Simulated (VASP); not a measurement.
The system is MgS.

```xyz
2
Lattice="0.0000 2.6015 2.6015 2.6015 0.0000 2.6015 2.6015 2.6015 0.0000" Properties=species:S:1:pos:R:3 pbc="T T T"
Mg    0.0000    0.0000    0.0000
S     2.6015    2.6015    2.6015
```

Base run:

| Item | Value |
| --- | --- |
| Program | VASP 6.6.1 |
| Functional | r2SCAN |
| Potentials or basis | VASP PAW PBE potentials, release 64 (Mg, S) |
| Cutoff | 520 eV |
| k mesh | 6 × 6 × 6 |
| Occupations | gaussian, width 0.01 eV |
| Spin | no spin polarisation |

Its results: band gap on the k mesh 3.43 eV, indirect (least direct gap 4.62 eV); pressure -0.4 GPa.

Problem. The run is repeated on the same cell with these changes: functional from r2SCAN to PBE. What comes out?

Solution. Band gap on the k mesh 2.77 eV, indirect (least direct gap 3.71 eV); pressure 0.9 GPa.

r2SCAN gives the wider gap, since meta-GGAs in the generalised Kohn-Sham scheme recover part of the derivative discontinuity.

Caveats: the PAW data sets were made with another functional, which shifts forces and pressure a little (some runs).

A k mesh can miss the band edges.
